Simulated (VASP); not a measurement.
Wanted: the native input for a VASP 6.6.1 run.

| Item | Value |
| --- | --- |
| Task | single point |
| Functional | LDA |
| Potentials or basis | VASP PAW LDA potentials, release 64 (Zn, O) |
| Cutoff | 520 eV |
| k mesh | 9 × 9 × 4 |
| Occupations | fermi-dirac, width 0.05 eV |
| Spin | no spin polarisation |
| Dipole correction | no |
| Further INCAR settings | ALGO = Normal; EDIFF = 1e-07; NBANDS = 26 |

The structure of ZnO lies in POSCAR:

```
ZnO
1.0
    3.3524534747      0.0000000000      0.0000000000
   -1.6762267373      2.9033098741      0.0000000000
    0.0000000000      0.0000000000      7.2702894300
Zn O
2 2
Direct
    0.0000000000      0.0000000000      0.2500000000
    0.0000000000      0.0000000000      0.7500000000
    0.6666666667      0.3333333333      0.7500000000
    0.3333333333      0.6666666667      0.2500000000
```

The input as run:

INCAR

```
SYSTEM = ZnO
PREC = Accurate ; ENCUT = 520
EDIFF = 1E-7 ; ISMEAR = -1
SIGMA = 0.05 ; LREAL = .False.
LASPH = .True. ; NELM = 100
ALGO = Normal ; ISIF = 2
LWAVE = .False. ; LCHARG = .False.
NBANDS = 26
```

KPOINTS

```
Automatic mesh
0
Gamma
  9 9 4
  0 0 0
```

Potentials or basis: VASP PAW LDA potentials, release 64 (Zn, O).

The run is started by

```bash
$ cat potpaw_LDA.64/Zn/POTCAR potpaw_LDA.64/O/POTCAR > POTCAR
$ mpirun -np 1 vasp_std > vasp.out
```

It gave:

```
Pressure               : -11.4 GPa
Band gap on the k mesh : 0.75 eV
```

Caveat: the cell stands under tension; an odd mesh through Γ misses points on the zone boundary, where band edges can lie.

Run time: 53 s on 1 thread of AMD EPYC 7R13 Processor (Zen 3) (shared host), peak memory 0.16 GiB.
